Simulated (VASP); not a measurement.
Wanted: the native input for a VASP 6.6.1 run.

| Quantity | Value |
| --- | --- |
| Task | single point |
| Functional | LDA |
| Potentials or basis | VASP PAW LDA potentials, release 64 (Sc_sv, Al) |
| Cutoff | 520 eV |
| k mesh | 11 × 11 × 11 |
| Occupations | fermi-dirac, width 0.05 eV |
| Spin | no spin polarisation |
| Dipole correction | no |
| Further INCAR settings | ALGO = Normal; EDIFF = 1e-06; NBANDS = 14 |

The structure of ScAl lies in POSCAR:

```
ScAl
1.0
    3.3703489700      0.0000000000      0.0000000000
    0.0000000000      3.3703489700      0.0000000000
    0.0000000000      0.0000000000      3.3703489700
Sc Al
1 1
Direct
    0.5000000000      0.5000000000      0.5000000000
    0.0000000000      0.0000000000      0.0000000000
```

The input as run:

INCAR

```
SYSTEM = ScAl
PREC = Accurate
ENCUT = 520
EDIFF = 1E-6
ISMEAR = -1
SIGMA = 0.05
LREAL = .FALSE.
LASPH = .TRUE.
NELM = 60
ALGO = Normal
ISIF = 2
LWAVE = .FALSE.
LCHARG = .FALSE.
NBANDS = 14
```

KPOINTS

```
Automatic mesh
0
G
  11 11 11
  0 0 0
```

Potentials or basis: VASP PAW LDA potentials, release 64 (Sc_sv, Al).

Run with:

```console
$ cat potpaw_LDA.64/Sc_sv/POTCAR potpaw_LDA.64/Al/POTCAR > POTCAR
$ mpirun -np 1 vasp_std > vasp.out
```

Results of the run:

```yaml
Pressure: -4.1 GPa
Band_gap_on_the_k_mesh: zero (bands 7 and 8 overlap by 0.75 eV)
```

Caveat: the cell stands under tension.

Wall time 46 s on 1 thread of Intel Xeon 8259CL, with other jobs on the host, peak memory 0.16 GiB.
